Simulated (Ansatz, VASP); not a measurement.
Two plane-wave programs on Hg

File INCAR:

```
SYSTEM = Hg
PREC = Accurate
ENCUT = 520
EDIFF = 1E-8
ISMEAR = -1
SIGMA = 0.05
LREAL = .False.
LASPH = .True.
NELM = 80
ALGO = Normal
ISIF = 2
LWAVE = .False.
LCHARG = .False.
GGA = PS
LEFG = .True.
NBANDS = 25
```

Contents of KPOINTS:

```
Automatic mesh
0
Gamma
  8 8 9
  0 0 0
```

File POSCAR:

```
Hg
1.0
    4.5095312905      0.0000000000      0.0000000000
   -2.2547656452      3.9053686567      0.0000000000
    0.0000000000      0.0000000000      3.8440260630
Hg
3
Direct
    0.3333333333      0.6666666667      0.5000000000
    0.0000000000      0.0000000000      0.0000000000
    0.6666666667      0.3333333333      0.5000000000
```

Input for Ansatz:

```yaml
crystal:
  lattice:
    - [4.5095312905, 0.0, 0.0]
    - [-2.2547656452, 3.9053686567, 0.0]
    - [0.0, 0.0, 3.844026063]
  atoms:
    - { symbol: Hg, position: [0.3333333333, 0.6666666667, 0.5] }
    - { symbol: Hg, position: [0.0, 0.0, 0.0] }
    - { symbol: Hg, position: [0.6666666667, 0.3333333333, 0.5] }
kpoints:
  mp_grid: { grid: [8, 8, 9] }
scf:
  occupations: { method: fermi_dirac, width: 0.05 }
hamiltonian:
  xc: pbesol
  pseudopotentials: { kind: paw }
output:
  forces: true
  stress: true
  eigenvalues: true
  efg: { contact_densities: true }
```

Change from the starting cell: volume scaled by 0.98, PAW files.

Alike in both runs: task electric field gradients; functional PBEsol; k mesh 8 × 8 × 9; occupations fermi-dirac, width 0.05 eV; no spin polarisation.

|  | VASP | Ansatz |
| --- | --- | --- |
| version | VASP 6.6.1 | Ansatz 0.2.0 |
| potentials or method | VASP PAW PBE potentials, release 64 (Hg) | PAW with Ansatz's default frozen-core files, scalar-relativistic |
| plane-wave cutoff (eV) | 520 | 420 |
| valence electrons in the cell | 36 | 60 |

|  | VASP | Ansatz | Ansatz less VASP |
| --- | --- | --- | --- |
| pressure (GPa) | 10.4 | 9.5 | -0.92 |
| traceless stress, the component that is largest in VASP (GPa) | -9.99 | -9.33 | +0.658 |
| size of Vzz on the site where it differs most (V/Å²) | 350.6 | 266.8 | -83.79 |

VASP's potentials were made for PBE, not for PBEsol. With one functional, cell and mesh, what is left measures potentials, basis and numerics. VASP's potentials hold 36 valence electrons a cell and Ansatz's 60, so a difference there can come from the potentials and not from the codes.

Spin-orbit coupling is off throughout.
